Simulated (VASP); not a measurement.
**GdO: single point with PBE+U**

The system is GdO.

```
Gd O
1.0
     0.00000    2.70000    2.70000
     2.70000    0.00000    2.70000
     2.70000    2.70000    0.00000
Gd O
1 1
Direct
  0.00000 0.00000 0.00000
  0.75000 0.75000 0.75000
```

| Property | Result |
| --- | --- |
| Program | VASP 6.6.1 |
| Task | single point |
| Functional | PBE |
| Potentials or basis | VASP PAW PBE potentials, release 64 (Gd, O) |
| Cutoff | 520 eV |
| k mesh | 9 × 9 × 9 |
| Occupations | fermi-dirac, width 0.05 eV |
| Spin | collinear spin, ferromagnetic start |
| Starting moments | [7.0, 0.0] μB |
| Hubbard terms | Gd f U = 5.0 eV |
| Dipole correction | no |
| Further INCAR settings | ALGO = Normal; EDIFF = 1e-06; NBANDS = 23 |

```yaml
Pressure: -0.2 GPa
Net_moment: 7.92 μB per cell
Site_moments: Gd +7.06; O +0.01 μB
Valence_electrons_inside_the_program's_atomic_spheres: Gd 15.16; O 5.00
```

Levels at points of the mesh, in eV from the Fermi level:
Spin up:
| k point | band 14 | band 15 | band 16 | band 17 | band 18 | band 19 |
| --- | --- | --- | --- | --- | --- | --- |
| (0.00, 0.00, 0.00) | -5.63 | -5.63 | -2.47 | 2.41 | 2.41 | 4.31 |
Spin down:
| k point | band 4 | band 5 | band 6 | band 7 | band 8 | band 9 | band 10 | band 11 | band 12 | band 13 |
| --- | --- | --- | --- | --- | --- | --- | --- | --- | --- | --- |
| (0.00, 0.00, 0.00) | -20.76 | -19.35 | -5.51 | -5.51 | -5.51 | -1.13 | 2.21 | 2.21 | 2.21 | 2.46 |

Eigenvalues of the final occupation matrices:
| site | spin | trace | eigenvalues |
| --- | --- | --- | --- |
| site 1 f | 1 | 6.95 | 0.99 0.99 0.99 0.99 0.99 0.99 1.00 |
| site 1 f | 2 | 0.03 | 0.00 0.00 0.00 0.00 0.00 0.00 0.01 |

Run time: 40 s on 1 thread of Intel(R) Xeon(R) 6975P-C (Granite Rapids), with other jobs on the host, peak memory 0.21 GiB.

Caveat: spin-orbit coupling is left out, which moves the levels of the heavy elements; a cell with one magnetic atom can't hold antiferromagnetic order, which such compounds often take. The state reached can hang on the start; a lower one may exist.
